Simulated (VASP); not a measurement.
**Ni: single point with r2SCAN**

Crystal: Ni.

```xyz
1
Lattice="0.0000 1.7302 1.7302 1.7302 0.0000 1.7302 1.7302 1.7302 0.0000" Properties=species:S:1:pos:R:3 pbc="T T T"
Ni    0.0000    0.0000    0.0000
```

| Quantity | Value |
| --- | --- |
| Program | VASP 6.6.1 |
| Task | single point |
| Functional | r2SCAN |
| Potentials or basis | VASP PAW PBE potentials, release 64 (Ni) |
| Cutoff | 520 eV |
| k mesh | 9 × 9 × 9 |
| Occupations | methfessel-paxton, width 0.0173 eV |
| Spin | no spin polarisation |

```json
{
  "Pressure": "0.7 GPa",
  "Band gap on the k mesh": "zero (band 5 reaches 9.81 eV, above the bottom of band 6 at 8.72 eV)"
}
```

Levels at points of the mesh, in eV from the Fermi level:
| k point | band 2 | band 3 | band 4 | band 5 | band 6 | band 7 | band 8 | band 9 |
| --- | --- | --- | --- | --- | --- | --- | --- | --- |
| (0.00, 0.00, 0.00) | -1.96 | -1.96 | -1.96 | -0.84 | -0.84 | 25.27 | 29.98 | 29.98 |

Run time: 52 s on 1 thread of Intel(R) Xeon(R) 6975P-C (Granite Rapids), with other jobs on the host, peak memory 0.15 GiB.

Caveat: the PAW data sets were made with another functional, which shifts forces and pressure a little; the run has no spin polarisation, though such a crystal can be magnetic. Spin polarisation is off, so any magnetic state and its effect on volume and gap are missing.
